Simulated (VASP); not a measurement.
A run of VASP 6.6.1 is set up as follows.

INCAR

```
ALGO = Normal ; EDIFF = 1E-6
ENCUT = 520 ; GGA = PE
ISIF = 2 ; ISMEAR = 0
LASPH = T ; LCHARG = F
LREAL = F ; LWAVE = F
NBANDS = 16 ; NELM = 60
PREC = Accurate ; SIGMA = 0.1
```

The input KPOINTS:

```
k-points
0
Gamma
  6 6 6
```

Contents of POSCAR:

```
NbSi
1.0
    3.1559764709      0.0000000000      0.0000000000
    0.0000000000      3.1559764709      0.0000000000
    0.0000000000      0.0000000000      3.1559764709
Nb Si
1 1
Direct
    0.0000000000      0.0000000000      0.0000000000
    0.5000000000      0.5000000000      0.5000000000
```

Potentials or basis: VASP PAW PBE potentials, release 64 (Nb_sv, Si).

Run with:

```bash
$ cat potpaw_PBE.64/Nb_sv/POTCAR potpaw_PBE.64/Si/POTCAR > POTCAR
$ mpirun -np 1 vasp_std > vasp.out
```

(1) Predict the band gap on the k mesh.

(2) Estimate the pressure.

Answers

(1) zero (an odd number of electrons rules out a gap without spin polarisation).

(2) 0.1 GPa.
